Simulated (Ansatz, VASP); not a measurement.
Two plane-wave programs on BN

```
B N
1.0
     0.00000    1.68330    1.94714
     1.94714    0.00000    1.94714
     1.94714    1.68330    0.00000
B N
1 1
Direct
  0.00000 0.00000 0.00000
  0.75000 0.75000 0.75000
```

Alike in both runs: task single point; functional PBE; k mesh 12 × 12 × 12; occupations gaussian, width 0.05 eV; no spin polarisation.

```csv
,VASP,Ansatz
version,VASP 6.6.1,Ansatz 0.2.0
potentials or method,"VASP PAW PBE potentials, release 64 (B, N), cutoff 520 eV","scalar-relativistic, plane waves, PAW"
valence electrons in the cell,8,8
```

Ansatz gave:

| Quantity | Value |
| --- | --- |
| gap on the k mesh at the Fermi level (eV) | 2.36 |
| least direct gap on the mesh (eV) | 7.24 |
| pressure (GPa) | -23.1 |
| traceless stress, the component that is largest in VASP (GPa) | 45.06 |

**Question.** Which values does VASP return?

**Answer.** gap on the k mesh at the Fermi level (eV): 2.35; least direct gap on the mesh (eV): 7.24; pressure (GPa): -23.0; traceless stress, the component that is largest in VASP (GPa): 45.08.
